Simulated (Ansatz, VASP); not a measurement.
**BN in VASP and in Ansatz**

The input INCAR:

```
SYSTEM = BN
PREC = Accurate
ENCUT = 520
EDIFF = 1E-6
ISMEAR = 0
SIGMA = 0.02
LREAL = .False.
LASPH = .True.
NELM = 80
ALGO = Normal
ISIF = 2
LWAVE = .False.
LCHARG = .False.
LDIPOL = .True.
IDIPOL = 3
DIPOL = 0.5 0.5 0.500
GGA = PE
IVDW = 12
NBANDS = 11
```

The input KPOINTS:

```
Automatic mesh
0
Gamma
  12 12 1
  0 0 0
```

POSCAR

```
BN
1.0
    2.3830000000      0.0000000000      0.0000000000
   -1.1915000000      2.0637385372      0.0000000000
    0.0000000000      0.0000000000     26.0000000000
B N
1 1
Direct
    0.0000000000      0.0000000000      0.5027500000
    0.6666666667      0.3333333333      0.4972500000
```

Input for Ansatz:

```yaml
crystal:
  lattice:
    - [2.383, 0.0, 0.0]
    - [-1.1915, 2.0637385372, 0.0]
    - [0.0, 0.0, 26.0]
  atoms:
    - { symbol: B, position: [0.0, 0.0, 0.50275] }
    - { symbol: "N", position: [0.6666666667, 0.3333333333, 0.49725] }
  periodic: [true, true, false]
basis:
  ecutwfc: 420
kpoints:
  mp_grid: { grid: [12, 12, 1] }
hamiltonian:
  xc: pbe
  dispersion: d3bj
scf:
  occupations: { method: gaussian, width: 0.02 }
output:
  forces: true
  stress: true
  eigenvalues: true
```

Alike in both runs: task single point; functional PBE; dispersion D3(BJ); k mesh 12 × 12 × 1; occupations gaussian, width 0.02 eV; no spin polarisation.

|  | VASP | Ansatz |
| --- | --- | --- |
| version | VASP 6.6.1 | Ansatz 0.2.0 |
| potentials or method | VASP PAW PBE potentials, release 64 (B, N), cutoff 520 eV | scalar-relativistic, plane waves, PAW |
| valence electrons in the cell | 8 | 8 |

Ansatz gave:

- gap on the k mesh at the Fermi level (eV): 4.06
- least direct gap on the mesh (eV): 4.93
- rms of the force components (eV/Å): 1.069

Task: What did VASP give for the same quantities?

Result: gap on the k mesh at the Fermi level (eV): 4.05; least direct gap on the mesh (eV): 4.93; rms of the force components (eV/Å): 1.076.

Atom by atom the forces differ by 0.007 eV/Å (rms over components).
